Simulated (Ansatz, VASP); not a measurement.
**MgI2: VASP beside Ansatz**

Contents of INCAR:

```
SYSTEM = MgI2
  PREC = Accurate
  ENCUT = 520
  EDIFF = 1E-6
  ISMEAR = 0
  SIGMA = 0.05
  LREAL = .FALSE.
  LASPH = .TRUE.
  NELM = 60
  ALGO = Normal
  ISIF = 2
  LWAVE = .FALSE.
  LCHARG = .FALSE.
  GGA = CA
  NBANDS = 15
```

KPOINTS

```
Automatic mesh
0
G
  6 6 4
  0 0 0
```

POSCAR

```
MgI2
1.0
    4.1134023628      0.0000000000      0.0000000000
   -2.0567011814      3.5623109422      0.0000000000
    0.0000000000      0.0000000000      6.7474938499
Mg I
1 2
Direct
    0.0000000000      0.0000000000      0.0000000000
    0.3333333333      0.6666666667      0.7598241385
    0.6666666667      0.3333333333      0.2401758615
```

Input for Ansatz:

```yaml
crystal:
  lattice:
    - [4.1134023628, 0.0, 0.0]
    - [-2.0567011814, 3.5623109422, 0.0]
    - [0.0, 0.0, 6.7474938499]
  atoms:
    - { symbol: Mg, position: [0.0, 0.0, 0.0] }
    - { symbol: I, position: [0.3333333333, 0.6666666667, 0.7598241385] }
    - { symbol: I, position: [0.6666666667, 0.3333333333, 0.2401758615] }
basis:
  ecutwfc: 520.0
kpoints:
  mp_grid: { grid: [6, 6, 4] }
hamiltonian:
  xc: lda
scf:
  occupations: { method: gaussian, width: 0.05 }
output:
  forces: true
  stress: true
  eigenvalues: true
  write_density: true
  write_potential: true
  elf: true
  volumetric_format: npy
```

Alike in both runs: task single point; functional LDA; k mesh 6 × 6 × 4; occupations gaussian, width 0.05 eV; no spin polarisation.

|  | VASP | Ansatz |
| --- | --- | --- |
| version | VASP 6.6.1 | Ansatz 0.2.0 |
| potentials or method | VASP PAW LDA potentials, release 64 (Mg, I), cutoff 520 eV | scalar-relativistic, plane waves, PAW |
| valence electrons in the cell | 16 | 44 |

VASP gave:

```
gap on the k mesh at the Fermi level (eV)                     : 3.33
least direct gap on the mesh (eV)                             : 3.55
pressure (GPa)                                                : -0.2
traceless stress, the component that is largest in VASP (GPa) : 0.45
rms of the force components (eV/Å)                            : 0.066
```

**Question.** What did Ansatz give for the same quantities?

**Answer.** gap on the k mesh at the Fermi level (eV): 3.35; least direct gap on the mesh (eV): 3.54; pressure (GPa): -0.1; traceless stress, the component that is largest in VASP (GPa): 0.43; rms of the force components (eV/Å): 0.070.

LDA's correlation is that of Perdew and Zunger in VASP and of Perdew and Wang (1992) in Ansatz. Atom by atom the forces differ by 0.004 eV/Å (rms over components). VASP's potentials hold 16 valence electrons a cell and Ansatz's 44, so a difference there can come from the potentials and not from the codes.

Neither program's run includes spin-orbit coupling.
